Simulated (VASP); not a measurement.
Runs of VASP 6.6.1 on GaSb. The structure is that of space group F-43m (No. 216), or close to it. The cells are those of the table. 

| level | cell | gap on the mesh (eV) | pressure (GPa) |
| --- | --- | --- | --- |
| PBE | a = 4.329, b = 4.329, c = 4.249 Å, angles 60.6, 60.6, 58.8°, 2 atoms | 0.07 | 3.4 |
| PBE | a = 4.339, b = 4.339, c = 4.379 Å, angles 59.7, 59.7, 60.6°, 2 atoms | (a) | 1.5 |
| r2SCAN | a = 4.326, b = 4.326, c = 4.206 Å, angles 60.9, 60.9, 58.2°, 2 atoms | 0.53 | (b) |
| PBE | a = 4.326, b = 4.326, c = 4.206 Å, angles 60.9, 60.9, 58.2°, 2 atoms | 0.11 | 4.1 |
| r2SCAN | a = 4.329, b = 4.329, c = 4.249 Å, angles 60.6, 60.6, 58.8°, 2 atoms | (d) | 1.4 |
| r2SCAN | a = 4.336 Å, angles 60.0°, 2 atoms | 0.40 | (c) |
| PBE | a = 4.332, b = 4.332, c = 4.292 Å, angles 60.3, 60.3, 59.4°, 2 atoms | 0.03 | 2.7 |

Alike in all rows: task single point; potentials or basis VASP PAW PBE potentials, release 64 (Ga_d, Sb); no spin polarisation; k mesh 8 × 8 × 8; cutoff (eV) 520; smearing fermi-dirac 0.02 eV.

Problem. Fill in the values left out.

Solution. (a) 0.10; (b) 2.2; (c) 0.1; (d) 0.49.

Caveats: spin-orbit coupling is left out, which moves the levels of the heavy elements; the PAW data sets were made with another functional, which shifts forces and pressure a little (some runs).

A k mesh can miss the band edges, and the runs leave out spin-orbit coupling on Ga, Sb.
